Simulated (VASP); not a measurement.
Wanted: the native input for a VASP 6.6.1 run.

```yaml
Task: single point
Functional: PBE
Potentials_or_basis: VASP PAW PBE potentials, release 64 (Mg, O)
Cutoff: 520 eV
k_mesh: 9 × 9 × 2
Occupations: gaussian, width 0.05 eV
Spin: no spin polarisation
Dipole_correction: no
Further_INCAR_settings: ALGO = Normal; EDIFF = 1e-06; NBANDS = 26
```

The structure of MgO lies in POSCAR:

```
MgO
1.0
    3.2803754002      0.0000000000      0.0000000000
   -1.6401877001      2.8408884305      0.0000000000
    0.0000000000      0.0000000000     10.5147056238
Mg O
4 4
Direct
    0.3333333333      0.6666666667      0.9694791811
    0.0000000000      0.0000000000      0.2208070585
    0.0000000000      0.0000000000      0.7208070585
    0.6666666667      0.3333333333      0.4694791811
    0.3333333333      0.6666666667      0.7800540723
    0.0000000000      0.0000000000      0.4668886358
    0.0000000000      0.0000000000      0.0296578681
    0.6666666667      0.3333333333      0.2800540723
```

This cell differs from its parent crystal: atom 6 (O) moved by +0.000 Å along [1 0 0] and -0.660 Å along [0 0 1].

These files were run (other wordings do the same):

INCAR

```
PREC     = Accurate       # precision mode
ENCUT    = 520            # plane-wave cutoff, eV
EDIFF    = 1E-6           # SCF threshold, eV
ISMEAR   = 0              # smearing method
SIGMA    = 0.05           # smearing width, eV
LREAL    = False          # projectors in reciprocal space
LASPH    = True           # aspherical terms in the spheres
NELM     = 100            # most SCF steps
ALGO     = Normal         # electronic algorithm
ISIF     = 2              # what is computed and relaxed
LWAVE    = False          # write WAVECAR
LCHARG   = True           # write CHGCAR
GGA      = PE             # functional
LELF     = True           # ELF
LVHAR    = True         
NBANDS   = 26             # bands
```

KPOINTS

```
regular mesh
0
Gamma
  9 9 2
```

Potentials or basis: VASP PAW PBE potentials, release 64 (Mg, O).

Launch:

```bash
$ cat potpaw_PBE.64/Mg/POTCAR potpaw_PBE.64/O/POTCAR > POTCAR
$ mpirun -np 1 vasp_std > vasp.out
```

It gave:

* Pressure: 2.9 GPa
* Largest force: 4.000 eV/Å
* Band gap on the k mesh: 0.86 eV, direct

Caveat: the cell differs from its parent crystal (atom 6 (O) moved by +0.000 Å along [1 0 0] and -0.660 Å along [0 0 1]); forces of over 1 eV/Å act on the atoms, so gaps and moduli don't describe the material at rest.

Wall time 28 s on 1 thread of Intel(R) Xeon(R) 6975P-C (Granite Rapids), with other jobs on the host, peak memory 0.22 GiB.
